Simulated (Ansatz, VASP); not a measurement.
Two plane-wave programs on Cu

The input POSCAR:

```
Cu
1.0
    0.0000000000      1.7881324402      1.7881324402
    1.7881324402      0.0000000000      1.7881324402
    1.7881324402      1.7881324402      0.0000000000
Cu
1
Direct
    0.0000000000      0.0000000000      0.0000000000
```

INCAR.step1

```
SYSTEM = Cu
ALGO     = Normal         ! electronic algorithm
EDIFF    = 1E-4           ! SCF threshold, eV
ENCUT    = 520            ! plane-wave cutoff, eV
GGA      = PE             ! functional
ISMEAR   = 1              ! smearing method
LASPH    = .True.         ! aspherical terms in the spheres
LCHARG   = .False.        ! write CHGCAR
LREAL    = .False.        ! projectors in reciprocal space
LWAVE    = .True.         ! write WAVECAR
NBANDS   = 12             ! bands
NELM     = 80             ! most SCF steps
PREC     = Accurate       ! precision mode
SIGMA    = 0.1            ! smearing width, eV
```

INCAR.step2

```
SYSTEM = Cu
ALGO     = Normal         ! electronic algorithm
EDIFF    = 1E-6           ! SCF threshold, eV
ENCUT    = 520            ! plane-wave cutoff, eV
ISIF     = 2              ! what is computed and relaxed
ISMEAR   = 1              ! smearing method
ISTART   = 1            
LASPH    = .True.         ! aspherical terms in the spheres
LCHARG   = .False.        ! write CHGCAR
LMIXTAU  = .True.       
LREAL    = .False.        ! projectors in reciprocal space
LWAVE    = .False.        ! write WAVECAR
METAGGA  = R2SCAN         ! meta-GGA
NBANDS   = 12             ! bands
NELM     = 80             ! most SCF steps
PREC     = Accurate       ! precision mode
SIGMA    = 0.1            ! smearing width, eV
```

KPOINTS

```
k-points
0
Gamma
  15 15 15
  0 0 0
```

Input for Ansatz:

```yaml
crystal:
  lattice:
    - [0.0, 1.7881324402, 1.7881324402]
    - [1.7881324402, 0.0, 1.7881324402]
    - [1.7881324402, 1.7881324402, 0.0]
  atoms:
    - { symbol: Cu, position: [0.0, 0.0, 0.0] }
hamiltonian:
  xc: r2scan
  pseudopotentials:
    kind: paw
    azcp:
      Cu: "pseudopotentials/Cu.paw.azcp"
basis:
  ecutwfc: 500
  fft_grid_basis: typed
kpoints:
  mp_grid: { grid: [15, 15, 15], shift: [0, 0, 0] }
magnetization:
  spin_polarized: false
scf:
  occupations: { method: methfessel_paxton, width: 0.1 }
  lower_state_search: "off"
output:
  stress: true
```

Alike in both runs: task single point; functional r2SCAN; k mesh 15 × 15 × 15; occupations methfessel-paxton of order 1, width 0.1 eV; no spin polarisation.

|  | VASP | Ansatz |
| --- | --- | --- |
| version | VASP 6.6.1 | Ansatz 0.2.0 |
| potentials or method | VASP PAW PBE potentials, release 64 (Cu), cutoff 520 eV | plane waves (500 eV) with PAW, scalar-relativistic |
| valence electrons in the cell | 11 | 19 |

VASP gave:

- pressure (GPa): 0.3

Problem. Estimate Ansatz's values.

Solution. Pressure (GPa): -0.2.

VASP's potentials were made for PBE, not for r2SCAN. VASP's potentials hold 11 valence electrons a cell and Ansatz's 19, so a difference there can come from the potentials and not from the codes.
